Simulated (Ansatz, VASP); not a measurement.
# TePb: VASP beside Ansatz

File INCAR:

```
SYSTEM = TePb
PREC = Accurate ; ENCUT = 520
EDIFF = 1E-7 ; ISMEAR = -1
SIGMA = 0.1 ; LREAL = .FALSE.
LASPH = .TRUE. ; NELM = 60
ALGO = Normal ; ISIF = 2
LWAVE = .FALSE. ; LCHARG = .TRUE.
GGA = PE ; LELF = .TRUE.
LVHAR = .TRUE. ; NBANDS = 17
```

KPOINTS

```
regular mesh
0
G
  11 11 11
  0 0 0
```

The input POSCAR:

```
TePb
1.0
    0.0000000000      3.1466362632      3.1466362632
    3.1466362632      0.0000000000      3.1466362632
    3.1466362632      3.1466362632      0.0000000000
Pb Te
1 1
Direct
    0.0000000000      0.0000000000      0.0000000000
    0.5000000000      0.5000000000      0.5000000000
```

Input for Ansatz:

```yaml
crystal:
  lattice:
    - [0.0, 3.1466362632, 3.1466362632]
    - [3.1466362632, 0.0, 3.1466362632]
    - [3.1466362632, 3.1466362632, 0.0]
  atoms:
    - { symbol: Pb, position: [0.0, 0.0, 0.0] }
    - { symbol: Te, position: [0.5, 0.5, 0.5] }
kpoints:
  mp_grid: { grid: [11, 11, 11] }
scf:
  occupations: { method: fermi_dirac, width: 0.1 }
hamiltonian:
  xc: pbe
  pseudopotentials: { kind: paw }
output:
  forces: true
  stress: true
  eigenvalues: true
  populations: true
  write_density: true
  write_potential: true
  elf: true
  volumetric_format: npy
```

Change from the starting cell: volume scaled by 0.88, PAW files.

Alike in both runs: task single point; functional PBE; k mesh 11 × 11 × 11; occupations fermi-dirac, width 0.1 eV; no spin polarisation.

|  | VASP | Ansatz |
| --- | --- | --- |
| version | VASP 6.6.1 | Ansatz 0.2.0 |
| potentials or method | VASP PAW PBE potentials, release 64 (Pb_d, Te) | PAW with Ansatz's default frozen-core files, scalar-relativistic |
| plane-wave cutoff (eV) | 520 | 420 |
| valence electrons in the cell | 20 | 30 |

|  | VASP | Ansatz | Ansatz less VASP |
| --- | --- | --- | --- |
| pressure (GPa) | 6.6 | 6.6 | +0.04 |

With one functional, cell and mesh, what is left measures potentials, basis and numerics. VASP's potentials hold 20 valence electrons a cell and Ansatz's 30, so a difference there can come from the potentials and not from the codes.

Spin-orbit coupling is off throughout.
